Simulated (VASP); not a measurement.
# Al4B3P (P1) in VASP: relaxation of cell and atoms with PBE

Aim: the relaxation of cell and atoms of Al4B3P with PBE.

Program: VASP 6.6.1. These are calculated values, not measurements. Logs are shortened: lines on timing, memory, paths and dates and some standing lists are left out, and cuts for length are marked.

**1. The cell of the first run**

The typed cell holds 8 atoms: a = 3.445 Å, b = 3.504 Å, c = 9.721 Å, α = 88.86°, β = 89.70°, γ = 119.75°.

**2. Relaxation of cell and atoms, PBE**

INCAR

```
SYSTEM = Al4B3P
  PREC = Accurate
  ENCUT = 600
  EDIFF = 1E-6
  ISMEAR = 0
  SIGMA = 0.2
  LREAL = .False.
  LASPH = .True.
  NELM = 80
  ALGO = Normal
  ISIF = 3
  LWAVE = .False.
  LCHARG = .False.
  GGA = PE
  IBRION = 2
  NSW = 80
  EDIFFG = -0.025
```

KPOINTS

```
Automatic mesh
0
Gamma
  6 6 2
  0 0 0
```

POSCAR

```
Al4B3P
1.0
    3.4451372162     -0.0094413706      0.0093518748
   -1.7307450750      3.0468566870      0.0348665696
    0.0256074202      0.1250261074      9.7200549617
Al B P
4 3 1
Direct
    0.6891185899      0.3641180597      0.3320370601
    0.6752665595      0.3358419769      0.8679597498
    0.3337671941      0.6806220413      0.6521454304
    0.3332739081      0.6494009945      0.1249332399
   -0.0102853428     -0.0020011670      0.0029270453
    0.9996528550     -0.0070795930      0.8293965586
   -0.0075163985     -0.0153632324      0.1862574594
    0.9867226348     -0.0055390801      0.5043434565
```

Potentials or basis: VASP PAW PBE potentials, release 64 (Al, B, P).

On the command line:

```bash
$ cat potpaw_PBE.64/Al/POTCAR potpaw_PBE.64/B/POTCAR potpaw_PBE.64/P/POTCAR > POTCAR
$ mpirun -np 1 vasp_std > vasp.out
```

OUTCAR:

```text
SYSTEM = Al4B3P
   PREC = Accurate
   ENCUT = 600
   EDIFF = 1E-6
   ISMEAR = 0
   LREAL = .False.
   LASPH = .True.
   NELM = 80
   ISIF = 3
   GGA = PE
   IBRION = 2
   NSW = 80
   EDIFFG = -0.025

 ion  position               nearest neighbor table
   1  0.689  0.364  0.332-   7 2.33   7 2.51   7 2.55   8 2.58   8 2.60   8 2.66   4 2.77   4 2.78
                             4 3.00
   2  0.675  0.336  0.868-   6 2.02   6 2.04   6 2.06   5 2.35   5 2.41   5 2.43   3 2.85   3 2.93
                             3 2.93   4 3.19   4 3.21   4 3.21
   3  0.334  0.681  0.652-   8 2.40   8 2.44   8 2.56   6 2.61   6 2.66   6 2.68   2 2.85   2 2.93
                             2 2.93
   4  0.333  0.649  0.125-   7 2.07   7 2.09   7 2.12   5 2.28   5 2.34   5 2.39   1 2.77   1 2.78
                             1 3.00   2 3.19   2 3.21   2 3.21
   5  0.990  0.998  0.003-   6 1.69   7 1.78   4 2.28   4 2.34   2 2.35   4 2.39   2 2.41   2 2.43

   6  1.000  0.993  0.829-   5 1.69   2 2.02   2 2.04   2 2.06   3 2.61   3 2.66   3 2.68
   7  0.992  0.985  0.186-   5 1.78   4 2.07   4 2.09   4 2.12   1 2.33   1 2.51   1 2.55
   8  0.987  0.994  0.504-   3 2.40   3 2.44   3 2.56   1 2.58   1 2.60   1 2.66

  LATTYP: Found a triclinic cell.
 ALAT       =     5.9826615470
 B/A-ratio  =     0.5758578885
 C/A-ratio  =     1.9390704560
 COS(alpha) =     0.0016238293
 COS(beta)  =     0.2791535917
 COS(gamma) =     0.8610445825

  Lattice vectors:

 A1 = (  -5.1595293574,  -3.0279739458,  -0.0535703192)
 A2 = (  -3.4451372162,   0.0094413706,  -0.0093518748)
 A3 = (  -0.0092544864,  -6.2092981108,  -9.7991399757)

Analysis of symmetry for initial positions (statically):
=====================================================================
 Subroutine PRICEL returns:
 Original cell was already a primitive cell.

 Routine SETGRP: Setting up the symmetry group for a
 triclinic supercell.

 Subroutine GETGRP returns: Found  1 space group operations
 (whereof  1 operations were pure point group operations)
 out of a pool of  2 trial point group operations.

The static configuration has the point symmetry C_1 .

Analysis of symmetry for dynamics (positions and initial velocities):
=====================================================================
 Subroutine PRICEL returns:
 Original cell was already a primitive cell.

 Routine SETGRP: Setting up the symmetry group for a
 triclinic supercell.

 Subroutine GETGRP returns: Found  1 space group operations
 (whereof  1 operations were pure point group operations)
 out of a pool of  2 trial point group operations.

The dynamic configuration has the point symmetry C_1 .

 Subroutine INISYM returns: Found  1 space group operations
 (whereof  1 operations are pure point group operations),
 and found     1 'primitive' translations

----------------------------------------------------------------------------------------

                                     Primitive cell

  volume of cell :     101.8532

  direct lattice vectors                    reciprocal lattice vectors
     3.445137216 -0.009441371  0.009351875     0.290724714  0.165177165 -0.002890536
    -1.730745075  3.046856687  0.034866570     0.000912488  0.328773854 -0.004231322
     0.025607420  0.125026107  9.720054962    -0.000282986 -0.001338257  0.102898036

  length of vectors
     3.445162846  3.504287355  9.720892743     0.334384076  0.328802348  0.102907127

  position of ions in fractional coordinates (direct lattice)
     0.689118590  0.364118060  0.332037060
     0.675266560  0.335841977  0.867959750
     0.333767194  0.680622041  0.652145430
     0.333273908  0.649400994  0.124933240
     0.989714657  0.997998833  0.002927045
     0.999652855  0.992920407  0.829396559
     0.992483601  0.984636768  0.186257459
     0.986722635  0.994460920  0.504343457

  ion indices of the primitive-cell ions
   primitive index   ion index
                 1           1
                 2           2
                 3           3
                 4           4
                 5           5
                 6           6
                 7           7
                 8           8

----------------------------------------------------------------------------------------

 KPOINTS: Automatic mesh

Automatic generation of k-mesh.
 Grid dimensions read from file:
 generate k-points for:    6    6    2

 Generating k-lattice:

  Cartesian coordinates                     Fractional coordinates (reciprocal lattice)
     0.048454119  0.027529527 -0.000481756     0.166666667 -0.000000000 -0.000000000
     0.000152081  0.054795642 -0.000705220    -0.000000000  0.166666667 -0.000000000
    -0.000141493 -0.000669129  0.051449018    -0.000000000  0.000000000  0.500000000

  Length of vectors
     0.055730679  0.054800391  0.051453564

  Shift w.r.t. Gamma in fractional coordinates (k-lattice)
     0.000000000  0.000000000  0.000000000

 Subroutine IBZKPT returns following result:
 ===========================================

 Found     40 irreducible k-points:

 Following reciprocal coordinates:
            Coordinates               Weight
  0.000000  0.000000  0.000000      1.000000
  0.166667  0.000000  0.000000      2.000000
  0.333333  0.000000  0.000000      2.000000
  0.500000  0.000000 -0.000000      1.000000
  0.000000  0.166667 -0.000000      2.000000
  0.166667  0.166667 -0.000000      2.000000
[... 16 lines left out ...]
  0.333333 -0.000000  0.500000      2.000000
  0.500000  0.000000  0.500000      1.000000
 [... further k-points ...]
   k-points           NKPTS =     40   k-points in BZ     NKDIM =     40   number of bands    NBANDS=     18
   number of dos      NEDOS =    301   number of ions     NIONS =      8
   total plane-waves  NPLWV =  62720
   dimension x,y,z NGX =    28 NGY =   28 NGZ =   80
   dimension x,y,z NGXF=    56 NGYF=   56 NGZF=  160
   ions per type =               4   3   1
   NGX,Y,Z   is equivalent  to a cutoff of  13.51, 13.28, 13.68 a.u.
   NGXF,Y,Z  is equivalent  to a cutoff of  27.02, 26.57, 27.36 a.u.
 SYSTEM =  Al4B3P
   PREC   = accura    normal or accurate (medium, high low for compatibility)
   ISTART =      0    job   : 0-new  1-cont  2-samecut
   ICHARG =      2    charge: 1-file 2-atom 10-const
   ISPIN  =      1    spin polarized calculation?
   LNONCOLLINEAR =      F non collinear calculations
   LSORBIT =      F    spin-orbit coupling
   LASPH  =      T    aspherical Exc in radial PAW
   ENCUT  =  600.0 eV  44.10 Ry    6.64 a.u.   6.88  7.00 19.42*2*pi/ulx,y,z
   NELM   =     80;   NELMIN=  2; NELMDL= -5     # of ELM steps
   EDIFF  = 0.1E-05   stopping-criterion for ELM
   LREAL  =      F    real-space projection
   EDIFFG = -.3E-01   stopping-criterion for IOM
   NSW    =     80    number of steps for IOM
   IBRION =      2    ionic relax: 0-MD 1-quasi-New 2-CG
   NFREE  =      1    steps in history (QN), initial steepest desc. (CG)
   ISIF   =      3    stress and relaxation
   ISYM   =      2    0-nonsym 1-usesym 2-fastsym
   POTIM  = 0.5000    time-step for ionic-motion
   TEBEG  =    0.0;   TEEND  =   0.0 temperature during run
   PSTRESS=    0.0 pullay stress
   NELECT =      26.0000    total number of electrons
   NUPDOWN=      -1.0000    fix difference up-down
   EMIN   =  10.00;   EMAX   =-10.00  energy-range for DOS
   EFERMI =   0.00;   METHOD = LEGACY
   ISMEAR =     0;   SIGMA  =   0.20  broadening in eV -4-tet -1-fermi 0-gaus
   EFERMI_NEDOS =   21; number of points for ismear=-14 and -15
   IALGO  =     38    algorithm
   IMIX   =      4    mixing-type and parameters
     AMIX     =   0.40;   BMIX     =  1.00
     AMIX_MAG =   1.60;   BMIX_MAG =  1.00
  volume/ion in A,a.u.               =      12.73        85.92
  Fermi-wavevector in a.u.,A,eV,Ry     =   1.038503  1.962486 14.673720  1.078488
  Thomas-Fermi vector in A             =   2.172990
   LORBIT       =      0    0 simple, 1 ext, 2 COOP (PROOUT), +10 PAW based schemes
   GGA     = PE    functional components
   LHFCALC =     F    Hartree Fock is set to
   AEXX    =    0.0000 exact exchange contribution
   IVDW    =     0    specifies the selected vdW correction
   LEPSILON=     F    determine dielectric tensor
   LRPA    =     F    only Hartree local field effects (RPA)
 conjugate gradient relaxation of ions
 non-spin polarized calculation
 Gauss-broadening in eV      SIGMA  =   0.20
  energy-cutoff  :      600.00
  volume of cell :      101.85
 maximum number of plane-waves:      3414
   NGX = 13   NGY = 13   NGZ = 39

--------------------------------------- Ionic step        1  -------------------------------------------

 number of electron      26.0000000 magnetization

 Free energy of the ion-electron system (eV)
  ---------------------------------------------------
  ext. energy  EPLUGINS =         0.00000000
  ---------------------------------------------------
  free energy    TOTEN  =       -39.23765166 eV

  energy without entropy =      -39.19944784  energy(sigma->0) =      -39.21854975

------------------------ aborting loop because EDIFF is reached ----------------------------------------

  FORCE on cell =-STRESS in cart. coord.  units (eV):
  Direction    XX          YY          ZZ          XY          YZ          ZX
  --------------------------------------------------------------------------------------
  -------------------------------------------------------------------------------------
  Total        4.3698793      1.7268062     -1.3345415      0.7049895     -1.0375744     -0.1534741
  in kB       68.7393086     27.1630987    -20.9926754     11.0896626    -16.3213077     -2.4141866
  external PRESSURE =      24.9699106 kB  Pullay stress =       0.0000000 kB
[... 107 lines left out ...]
  FREE ENERGIE OF THE ION-ELECTRON SYSTEM (eV)
  ---------------------------------------------------
  free  energy   TOTEN  =       -39.3779953928 eV

  energy  without entropy=      -39.3337809844  energy(sigma->0) =      -39.35588819

[... ionic steps 4 to 51 ...]

--------------------------------------- Ionic step       52  -------------------------------------------

 number of electron      26.0000000 magnetization

------------------------ aborting loop because EDIFF is reached ----------------------------------------

  FORCE on cell =-STRESS in cart. coord.  units (eV):
  Direction    XX          YY          ZZ          XY          YZ          ZX
  --------------------------------------------------------------------------------------
  -------------------------------------------------------------------------------------
  Total       -0.0397770      0.0285414      0.0571398     -0.0114671     -0.0413115      0.0061368
  in kB       -0.6416353      0.4603947      0.9217098     -0.1849734     -0.6663866      0.0989917
  external PRESSURE =       0.2468231 kB  Pullay stress =       0.0000000 kB
[... 69 lines left out ...]
  energy  without entropy=      -40.2332083171  energy(sigma->0) =      -40.24814056

--------------------------------------- Ionic step       54  -------------------------------------------

 number of electron      26.0000000 magnetization

 Free energy of the ion-electron system (eV)
  ---------------------------------------------------
  ext. energy  EPLUGINS =         0.00000000
  ---------------------------------------------------
  free energy    TOTEN  =       -40.26339235 eV

  energy without entropy =      -40.23339945  energy(sigma->0) =      -40.24839590

 E-fermi :   7.9723     XC(G=0): -10.7476

 val. band max:        7.9709262300   @ k =   0.0000   0.0000   0.0000
 cond. band min:       8.0244757123   @ k =   0.0000   0.0000   0.0000
 fundamental gap:      0.0535494823
 Fermi energy:         7.9722833296

 k-point     1 :       0.0000    0.0000    0.0000
  band No.  band energies     occupation
      1      -5.4517      2.00000
      2      -4.3289      2.00000
      3      -3.4283      2.00000
      4       0.8528      2.00000
      5       1.0692      2.00000
      6       5.7553      2.00000
[... 10 lines left out ...]
     17      11.2319      0.00000
     18      11.2478      0.00000
[... 466 lines left out ...]
      2      -2.4209      2.00000
      3      -0.7816      2.00000
      4      -0.3518      2.00000
      5       0.5556      2.00000
      6       1.3691      2.00000
[... 10 lines left out ...]
     17      10.2085      0.00000
     18      11.5446      0.00000

 [... further k-points ...]

------------------------ aborting loop because EDIFF is reached ----------------------------------------

  FORCE on cell =-STRESS in cart. coord.  units (eV):
  Direction    XX          YY          ZZ          XY          YZ          ZX
  --------------------------------------------------------------------------------------
  -------------------------------------------------------------------------------------
  Total       -0.0072483     -0.0584018     -0.0315583      0.0265677      0.0029383     -0.0057298
  in kB       -0.1168630     -0.9416016     -0.5088091      0.4283460      0.0473734     -0.0923808
  external PRESSURE =      -0.5224246 kB  Pullay stress =       0.0000000 kB
[... 23 lines left out ...]
  FREE ENERGIE OF THE ION-ELECTRON SYSTEM (eV)
  ---------------------------------------------------
  free  energy   TOTEN  =       -40.2633923482 eV

  energy  without entropy=      -40.2333994527  energy(sigma->0) =      -40.24839590

 reached required accuracy - stopping structural energy minimisation
```

It took 50 min on 1 thread of Intel Xeon 8259CL, shared host; peak memory 0.31 GiB.

What came out:

```yaml
Free_energy: -40.2634 eV
Relaxed_volume: 12.42 Å³/atom
Relaxed_cell: a = 3.506 Å, b = 3.513 Å, c = 9.546 Å, α = 89.99°, β = 79.30°, γ = 120.09°
Space_group_after_relaxing_to_0.1_Å: R-3m (No. 166)
Energy_gained_by_relaxing: 128.2 meV/atom
Ionic_steps: 54
Pressure_after_relaxing: -0.1 GPa
Largest_force_after_relaxing: 0.018 eV/Å
Band_gap_on_the_k_mesh: zero (bands 13 and 14 overlap by 2.50 eV)
```

Forces on the atoms (eV/Å):
```
Al   0.003 -0.004  0.006
Al   0.006 -0.008  0.001
Al  -0.008  0.012 -0.009
Al  -0.009  0.005 -0.006
B   -0.004 -0.014  0.002
B    0.007  0.000  0.000
B   -0.007 -0.005  0.007
P    0.011  0.015  0.000
```

The path:
```csv
step,energy change (eV),largest force (eV/Å),pressure (GPa),volume (Å³)
1,0.0000,0.7559,2.50,101.85
3,-0.1403,0.3284,-1.32,104.87
5,-0.1796,0.2680,0.97,102.81
7,-0.1953,0.1571,-0.19,103.53
9,-0.2087,0.2019,-0.26,103.56
11,-0.2242,0.3152,1.17,102.27
13,-0.2341,0.3426,1.20,102.22
15,-0.2732,0.5393,1.52,101.99
17,-0.2852,0.7641,1.91,101.82
19,-0.3305,0.7585,1.11,102.62
21,-0.3947,0.9170,-0.12,104.03
23,-0.4604,0.9761,-1.23,106.10
25,-0.5411,0.4149,-0.18,104.88
27,-0.5973,0.2547,-0.03,105.20
29,-0.6235,0.2094,-0.60,105.63
31,-0.6640,0.3056,0.08,104.68
33,-0.7102,0.6702,-0.17,103.17
35,-0.7383,0.4426,-0.22,103.27
37,-0.8552,0.6666,-0.35,100.60
39,-0.8977,0.4581,0.59,99.53
41,-0.9727,0.4830,-1.10,100.65
43,-1.0025,0.2178,0.52,99.33
45,-1.0095,0.1652,-0.41,99.88
47,-1.0172,0.1361,0.30,99.16
49,-1.0221,0.1195,-0.07,99.37
51,-1.0247,0.0543,-0.02,99.35
53,-1.0254,0.0342,0.05,99.31
54,-1.0257,0.0182,-0.05,99.37
```

Final structure:
```cif
data_structure
_symmetry_space_group_name_H-M 'P 1'
_symmetry_Int_Tables_number 1
_cell_length_a 3.5061
_cell_length_b 3.5134
_cell_length_c 9.5459
_cell_angle_alpha 89.994
_cell_angle_beta 79.299
_cell_angle_gamma 120.088
_cell_volume 99.37
loop_
_atom_site_label
_atom_site_type_symbol
_atom_site_fract_x
_atom_site_fract_y
_atom_site_fract_z
_atom_site_occupancy
Al1 Al 0.43864 0.15651 0.33824 1
Al2 Al 0.75086 0.31416 0.87501 1
Al3 Al 0.55931 0.71528 0.66183 1
Al4 Al 0.25095 0.56315 0.12506 1
B1 B 0.00142 0.93943 0.99996 1
B2 B 0.12689 0.00227 0.81052 1
B3 B 0.87502 0.87517 0.18937 1
P1 P 0.99691 0.43404 0.50002 1
```

Levels at points of the mesh, in eV from the Fermi level:
| k point | band 11 | band 12 | band 13 | band 14 | band 15 | band 16 |
| --- | --- | --- | --- | --- | --- | --- |
| (0.00, 0.00, 0.00) | 0.00 | 0.05 | 1.03 | 3.13 | 3.21 | 3.25 |
| (0.50, 0.00, 0.00) | -1.97 | -1.73 | -0.85 | -0.35 | 0.72 | 1.77 |
| (0.00, 0.50, 0.00) | -2.43 | -2.29 | -0.95 | 0.26 | 0.61 | 1.12 |
| (0.50, 0.50, 0.00) | -2.42 | -2.30 | -0.94 | 0.26 | 0.61 | 1.12 |
| (0.00, 0.00, 0.50) | 0.17 | 0.23 | 1.61 | 3.05 | 3.07 | 3.60 |
| (0.50, 0.00, 0.50) | -2.46 | -2.31 | -0.98 | 0.21 | 0.58 | 1.09 |
| (0.00, 0.50, 0.50) | -1.94 | -1.69 | -0.83 | -0.34 | 0.74 | 1.80 |
| (0.50, 0.50, 0.50) | -1.93 | -1.68 | -0.83 | -0.34 | 0.74 | 1.80 |

The gap in the log of VASP goes by the Fermi energy; the results here count the filled bands.